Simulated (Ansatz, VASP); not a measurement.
# BP: VASP beside Ansatz

POSCAR

```
BP
1.0
    0.0000000000      2.2988586873      2.2988586873
    2.2988586873      0.0000000000      2.2988586873
    2.2988586873      2.2988586873      0.0000000000
B P
1 1
Direct
    0.0000000000      0.0000000000      0.0000000000
    0.2500000000      0.2500000000      0.2500000000
```

File INCAR.step1:

```
PREC     = Accurate       # precision mode
ENCUT    = 520            # plane-wave cutoff, eV
ISMEAR   = -1             # smearing method
SIGMA    = 0.02           # smearing width, eV
LREAL    = False          # projectors in reciprocal space
LASPH    = True           # aspherical terms in the spheres
NELM     = 60             # most SCF steps
NBANDS   = 11             # bands
GGA      = PE             # functional
ALGO     = Normal         # electronic algorithm
EDIFF    = 1E-4           # SCF threshold, eV
LWAVE    = True           # write WAVECAR
LCHARG   = False          # write CHGCAR
```

INCAR.step2

```
PREC     = Accurate       # precision mode
ENCUT    = 520            # plane-wave cutoff, eV
EDIFF    = 1E-6           # SCF threshold, eV
ISMEAR   = -1             # smearing method
SIGMA    = 0.02           # smearing width, eV
LREAL    = False          # projectors in reciprocal space
LASPH    = True           # aspherical terms in the spheres
NELM     = 60             # most SCF steps
ALGO     = Normal         # electronic algorithm
ISIF     = 2              # what is computed and relaxed
LWAVE    = False          # write WAVECAR
LCHARG   = True           # write CHGCAR
METAGGA  = R2SCAN         # meta-GGA
LMIXTAU  = True         
LELF     = True           # ELF
LVHAR    = True         
NBANDS   = 11             # bands
ISTART   = 1
```

File KPOINTS:

```
regular mesh
0
Gamma
  8 8 8
```

Input for Ansatz:

```yaml
crystal:
  lattice:
    - [0.0, 2.298858687267982, 2.298858687267982]
    - [2.298858687267982, 0.0, 2.298858687267982]
    - [2.298858687267982, 2.298858687267982, 0.0]
  atoms:
    - { symbol: B, position: [0.0, 0.0, 0.0] }
    - { symbol: P, position: [0.25, 0.25, 0.25] }
basis:
  ecutwfc: 600.0
kpoints:
  mp_grid:
    grid: [8, 8, 8]
hamiltonian:
  xc: r2scan
scf:
  occupations:
    method: fermi_dirac
    width: 0.02
output:
  stress: true
```

Alike in both runs: task single point; functional r2SCAN; k mesh 8 × 8 × 8; occupations fermi-dirac, width 0.02 eV; no spin polarisation.

```csv
,VASP,Ansatz
version,VASP 6.6.1,Ansatz 0.2.0
potentials or method,"VASP PAW PBE potentials, release 64 (B, P), cutoff 520 eV","plane waves, PAW"
valence electrons in the cell,8,8
```

```tsv
	VASP	Ansatz	Ansatz less VASP
pressure (GPa)	-6.8	-6.3	+0.47
```

VASP's potentials were made for PBE, not for r2SCAN. With one functional, cell and mesh, what is left measures potentials, basis and numerics.
